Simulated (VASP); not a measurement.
# Ru (P6_3/mmc) in VASP: a series of runs, part 2 of 3

VASP 6.6.1. The steps go on from the part before.

## Step 4: Single point, PBE

INCAR reads:

```
PREC = Accurate
ENCUT = 520
EDIFF = 1E-7
ISMEAR = -1
SIGMA = 0.15
LREAL = F
LASPH = T
NELM = 80
ALGO = Fast
ISIF = 2
LWAVE = F
LCHARG = T
GGA = PE
LELF = T
LVHAR = T
NBANDS = 21
```

KPOINTS reads:

```
Automatic mesh
0
Gamma
  18 18 10
```

POSCAR reads:

```
Ru
1.0
    2.7222233240      0.0000000000      0.0000000000
   -1.3611116620      2.3575145533      0.0000000000
    0.0000000000      0.0000000000      4.2973135761
Ru
2
Direct
    0.3333333333      0.6666666667      0.2500000000
    0.6666666667      0.3333333333      0.7500000000
```

Potentials or basis: VASP PAW PBE potentials, release 64 (Ru_pv).

The run is started by

```
cat potpaw_PBE.64/Ru_pv/POTCAR > POTCAR
mpirun -np 1 vasp_std > vasp.out
```

OUTCAR:

```text
PREC = Accurate
   ENCUT = 520
   EDIFF = 1E-7
   ISMEAR = -1
   LREAL = F
   LASPH = T
   NELM = 80
   ISIF = 2
   GGA = PE

 ion  position               nearest neighbor table
   1  0.333  0.667  0.250-   2 2.66   2 2.66   2 2.66   2 2.66   2 2.66   2 2.66
   2  0.667  0.333  0.750-   1 2.66   1 2.66   1 2.66   1 2.66   1 2.66   1 2.66

  LATTYP: Found a hexagonal cell.
 ALAT       =     2.7222233240
 C/A-ratio  =     1.5786043482

  Lattice vectors:

 A1 = (   2.7222233240,   0.0000000000,   0.0000000000)
 A2 = (  -1.3611116620,   2.3575145533,   0.0000000000)
 A3 = (   0.0000000000,   0.0000000000,   4.2973135761)

Analysis of symmetry for initial positions (statically):
=====================================================================
 Subroutine PRICEL returns:
 Original cell was already a primitive cell.

 Routine SETGRP: Setting up the symmetry group for a
 hexagonal supercell.

 Subroutine GETGRP returns: Found 24 space group operations
 (whereof 12 operations were pure point group operations)
 out of a pool of 24 trial point group operations.

The static configuration has the point symmetry D_3d.
 The point group associated with its full space group is D_6h.

Analysis of symmetry for dynamics (positions and initial velocities):
=====================================================================
 Subroutine PRICEL returns:
 Original cell was already a primitive cell.

 Routine SETGRP: Setting up the symmetry group for a
 hexagonal supercell.

 Subroutine GETGRP returns: Found 24 space group operations
 (whereof 12 operations were pure point group operations)
 out of a pool of 24 trial point group operations.

The dynamic configuration has the point symmetry D_3d.
 The point group associated with its full space group is D_6h.

 Subroutine INISYM returns: Found 24 space group operations
 (whereof 12 operations are pure point group operations),
 and found     1 'primitive' translations

----------------------------------------------------------------------------------------

                                     Primitive cell

  volume of cell :      27.5788

  direct lattice vectors                    reciprocal lattice vectors
     2.722223324  0.000000000  0.000000000     0.367346790  0.212087768  0.000000000
    -1.361111662  2.357514553  0.000000000     0.000000000  0.424175536  0.000000000
     0.000000000  0.000000000  4.297313576     0.000000000  0.000000000  0.232703521

  length of vectors
     2.722223324  2.722223324  4.297313576     0.424175536  0.424175536  0.232703521

  position of ions in fractional coordinates (direct lattice)
     0.333333333  0.666666667  0.250000000
     0.666666667  0.333333333  0.750000000

  ion indices of the primitive-cell ions
   primitive index   ion index
                 1           1
                 2           2

----------------------------------------------------------------------------------------

 KPOINTS: Automatic mesh

Automatic generation of k-mesh.
 Grid dimensions read from file:
 generate k-points for:   18   18   10

 Generating k-lattice:

  Cartesian coordinates                     Fractional coordinates (reciprocal lattice)
     0.020408155  0.011782654  0.000000000     0.055555556  0.000000000  0.000000000
     0.000000000  0.023565308  0.000000000     0.000000000  0.055555556  0.000000000
     0.000000000  0.000000000  0.023270352     0.000000000  0.000000000  0.100000000

  Length of vectors
     0.023565308  0.023565308  0.023270352

  Shift w.r.t. Gamma in fractional coordinates (k-lattice)
     0.000000000  0.000000000  0.000000000

 Subroutine IBZKPT returns following result:
 ===========================================

 Found    222 irreducible k-points:

 Following reciprocal coordinates:
            Coordinates               Weight
  0.000000  0.000000  0.000000      1.000000
  0.055556 -0.000000  0.000000      6.000000
  0.111111 -0.000000  0.000000      6.000000
  0.166667 -0.000000  0.000000      6.000000
  0.222222 -0.000000  0.000000      6.000000
  0.277778  0.000000  0.000000      6.000000
[... 16 lines left out ...]
  0.333333  0.111111  0.000000     12.000000
  0.388889  0.111111  0.000000     12.000000
 [... further k-points ...]
   k-points           NKPTS =    222   k-points in BZ     NKDIM =    222   number of bands    NBANDS=     21
   number of dos      NEDOS =    301   number of ions     NIONS =      2
   total plane-waves  NPLWV =  12800
   dimension x,y,z NGX =    20 NGY =   20 NGZ =   32
   dimension x,y,z NGXF=    40 NGYF=   40 NGZF=   64
   ions per type =               2
   NGX,Y,Z   is equivalent  to a cutoff of  12.21, 12.21, 12.38 a.u.
   NGXF,Y,Z  is equivalent  to a cutoff of  24.43, 24.43, 24.76 a.u.
 SYSTEM =  unknown system
   PREC   = accura    normal or accurate (medium, high low for compatibility)
   ISTART =      0    job   : 0-new  1-cont  2-samecut
   ICHARG =      2    charge: 1-file 2-atom 10-const
   ISPIN  =      1    spin polarized calculation?
   LNONCOLLINEAR =      F non collinear calculations
   LSORBIT =      F    spin-orbit coupling
   LASPH  =      T    aspherical Exc in radial PAW
   ENCUT  =  520.0 eV  38.22 Ry    6.18 a.u.   5.06  5.06  7.99*2*pi/ulx,y,z
   NELM   =     80;   NELMIN=  2; NELMDL= -5     # of ELM steps
   EDIFF  = 0.1E-06   stopping-criterion for ELM
   LREAL  =      F    real-space projection
   EDIFFG = 0.1E-05   stopping-criterion for IOM
   NSW    =      0    number of steps for IOM
   IBRION =     -1    ionic relax: 0-MD 1-quasi-New 2-CG
   NFREE  =      0    steps in history (QN), initial steepest desc. (CG)
   ISIF   =      2    stress and relaxation
   ISYM   =      2    0-nonsym 1-usesym 2-fastsym
   POTIM  = 0.5000    time-step for ionic-motion
   TEBEG  =    0.0;   TEEND  =   0.0 temperature during run
   PSTRESS=    0.0 pullay stress
   NELECT =      28.0000    total number of electrons
   NUPDOWN=      -1.0000    fix difference up-down
   EMIN   =  10.00;   EMAX   =-10.00  energy-range for DOS
   EFERMI =   0.00;   METHOD = LEGACY
   ISMEAR =    -1;   SIGMA  =   0.15  broadening in eV -4-tet -1-fermi 0-gaus
   EFERMI_NEDOS =   21; number of points for ismear=-14 and -15
   IALGO  =     68    algorithm
   IMIX   =      4    mixing-type and parameters
     AMIX     =   0.40;   BMIX     =  1.00
     AMIX_MAG =   1.60;   BMIX_MAG =  1.00
  volume/ion in A,a.u.               =      13.79        93.06
  Fermi-wavevector in a.u.,A,eV,Ry     =   1.645391  3.109338 36.835209  2.707312
  Thomas-Fermi vector in A             =   2.735196
   LORBIT       =      0    0 simple, 1 ext, 2 COOP (PROOUT), +10 PAW based schemes
   GGA     = PE    functional components
   LHFCALC =     F    Hartree Fock is set to
   AEXX    =    0.0000 exact exchange contribution
   IVDW    =     0    specifies the selected vdW correction
   LEPSILON=     F    determine dielectric tensor
   LRPA    =     F    only Hartree local field effects (RPA)
 non-spin polarized calculation
 RMM-DIIS sequential band-by-band and
  energy-cutoff  :      520.00
  volume of cell :       27.58
 maximum number of plane-waves:       759
   NGX = 11   NGY = 11   NGZ = 15

 number of electron      28.0000013 magnetization

 Free energy of the ion-electron system (eV)
  ---------------------------------------------------
  ext. energy  EPLUGINS =         0.00000000
  ---------------------------------------------------
  free energy    TOTEN  =       -18.53129681 eV

  energy without entropy =      -18.40292030  energy(sigma->0) =      -18.46710855

 E-fermi :  12.5723     XC(G=0): -14.0228

 val. band max:       12.5693076697   @ k =   0.0000   0.0000   0.2000
 cond. band min:      12.5730314233   @ k =   0.2222   0.1111   0.1000
 fundamental gap:      0.0037237536
 Fermi energy:        12.5723441112

 k-point     1 :       0.0000    0.0000    0.0000
  band No.  band energies     occupation
      1     -31.0305      2.00000
      2     -30.1428      2.00000
      3     -30.1428      2.00000
      4     -29.9785      2.00000
      5     -29.9785      2.00000
      6     -29.9384      2.00000
[... 13 lines left out ...]
     20      23.0074      0.00000
     21      23.0200      0.00000

 k-point     2 :       0.0556   -0.0000    0.0000
  band No.  band energies     occupation
      1     -31.0205      2.00000
      2     -30.1639      2.00000
      3     -30.1500      2.00000
      4     -30.0007      2.00000
      5     -29.9814      2.00000
      6     -29.9431      2.00000
[... 520 lines left out ...]
 k-point    24 :       0.3889    0.1111    0.0000
  band No.  band energies     occupation
      1     -30.8014      2.00000
      2     -30.6264      2.00000
      3     -30.5739      2.00000
      4     -30.3955      2.00000
      5     -30.2166      2.00000
      6     -30.1410      2.00000
[... 13 lines left out ...]
     20      24.4770      0.00000
     21      24.5255      0.00000

 [... further k-points ...]
[... 5 lines left out ...]
  --------------------------------------------------------------------------------------
  -------------------------------------------------------------------------------------
  Total       -0.0181844     -0.0181844     -0.0151806      0.0000000      0.0000000      0.0000000
  in kB       -1.0564154     -1.0564154     -0.8819103      0.0000000      0.0000000      0.0000000
  external PRESSURE =      -0.9982470 kB  Pullay stress =       0.0000000 kB

 VOLUME and BASIS-vectors are now :
 -----------------------------------------------------------------------------
  energy-cutoff  :      520.00
  volume of cell :       27.58
      direct lattice vectors                 reciprocal lattice vectors
     2.722223324  0.000000000  0.000000000     0.367346790  0.212087768  0.000000000
    -1.361111662  2.357514553  0.000000000     0.000000000  0.424175536  0.000000000
     0.000000000  0.000000000  4.297313576     0.000000000  0.000000000  0.232703521

 POSITION                                       TOTAL-FORCE (eV/Angst)
 -----------------------------------------------------------------------------------
     -0.00000      1.57168      1.07433        -0.000000     -0.000000      0.000000
      1.36111      0.78584      3.22299         0.000000      0.000000      0.000000
 -----------------------------------------------------------------------------------
    total drift:                               -0.000000      0.000000     -0.000000

  FREE ENERGIE OF THE ION-ELECTRON SYSTEM (eV)
  ---------------------------------------------------
  free  energy   TOTEN  =       -18.5312968096 eV

  energy  without entropy=      -18.4029202957  energy(sigma->0) =      -18.46710855
```

Run time: 1.8 min. Hardware: 1 thread of Intel Xeon Platinum 8259CL at 2.50GHz (Skylake/Cascade Lake), shared host; peak memory 0.21 GiB.

Results:

| Item | Value |
| --- | --- |
| Free energy | -18.5313 eV |
| Pressure | -0.1 GPa |
| Band gap on the k mesh | zero (bands 14 and 15 overlap by 3.06 eV) |

Levels at points of the mesh, in eV from the Fermi level:
| k point | band 12 | band 13 | band 14 | band 15 | band 16 | band 17 |
| --- | --- | --- | --- | --- | --- | --- |
| (0.00, 0.00, 0.00) | -1.88 | -1.88 | -1.39 | -1.39 | 1.14 | 1.14 |
| (0.50, 0.00, 0.00) | -1.78 | -1.49 | 1.36 | 1.77 | 1.86 | 3.96 |
| (0.00, 0.00, 0.50) | -2.72 | -2.66 | -2.66 | 0.52 | 0.52 | 0.52 |
| (0.50, 0.00, 0.50) | -1.05 | 0.43 | 0.43 | 1.61 | 1.61 | 3.32 |

## Step 5: Relaxation of cell and atoms, PBE

This run uses another cell than the first one, of 13.57 Å³/atom.

INCAR reads:

```
ALGO = Fast
EDIFF = 1E-6
EDIFFG = -0.002
ENCUT = 600
GGA = PE
IBRION = 2
ISIF = 3
ISMEAR = 0
LASPH = T
LCHARG = F
LREAL = F
LWAVE = F
NELM = 100
NSW = 100
PREC = Accurate
SIGMA = 0.1
```

KPOINTS reads:

```
k-points
0
Gamma
  18 18 10
```

POSCAR reads:

```
Ru
1.0
    2.7058000000      0.0000000000      0.0000000000
   -1.3529000000      2.3432915376      0.0000000000
    0.0000000000      0.0000000000      4.2819000000
Ru
2
Direct
    0.3333333333      0.6666666667      0.2500000000
    0.6666666667      0.3333333333      0.7500000000
```

The run is started by

```
cat potpaw_PBE.64/Ru_pv/POTCAR > POTCAR
mpirun -np 1 vasp_std > vasp.out
```

It took 7.4 min on 1 thread of Intel Xeon Platinum 8259CL at 2.50GHz (Skylake/Cascade Lake), shared host; peak memory 0.24 GiB.

Results (log left out):

```
Free energy                           : -18.4717 eV
Relaxed volume                        : 13.76 Å³/atom
Relaxed cell                          : a = 2.720 Å, b = 2.720 Å, c = 4.296 Å, α = 90.00°, β = 90.00°, γ = 120.00°
Space group after relaxing (to 0.1 Å) : P6_3/mmc (No. 194)
Energy gained by relaxing             : 2.5 meV/atom
Ionic steps                           : 11
Pressure after relaxing               : 0.0 GPa
Band gap on the k mesh                : zero (bands 14 and 15 overlap by 3.07 eV)
```

The path:
```csv
step,energy change (eV),largest force (eV/Å),pressure (GPa),volume (Å³)
1,0.0000,0.0000,4.35,27.15
2,0.0353,0.0000,-11.14,28.62
3,-0.0049,0.0000,-0.03,27.52
4,-0.0049,0.0000,0.04,27.51
5,-0.0049,0.0000,0.05,27.51
6,-0.0050,0.0000,0.03,27.51
7,-0.0050,0.0000,0.04,27.51
8,-0.0049,0.0000,0.03,27.51
9,-0.0049,0.0000,0.05,27.51
10,-0.0050,0.0000,0.05,27.51
11,-0.0049,0.0000,0.01,27.53
```

Final structure:
```
Ru
1.0
     2.71985    0.00000    0.00000
    -1.35992    2.35546    0.00000
     0.00000    0.00000    4.29650
Ru
2
Direct
  0.33333 0.66667 0.25000
  0.66667 0.33333 0.75000
```

Levels at points of the mesh, in eV from the Fermi level:
```
           k point  band 11  band 12  band 13  band 14  band 15  band 16  band 17  band 18
(0.00, 0.00, 0.00)    -2.35    -1.86    -1.86    -1.37    -1.37     1.16     1.16     1.31
(0.50, 0.00, 0.00)    -2.02    -1.77    -1.48     1.39     1.80     1.88     3.99     6.03
(0.00, 0.00, 0.50)    -2.70    -2.70    -2.65    -2.65     0.54     0.54     0.54     0.54
(0.50, 0.00, 0.50)    -1.03    -1.03     0.45     0.45     1.64     1.64     3.35     3.35
```

(Part 2 of 3 ends here.)
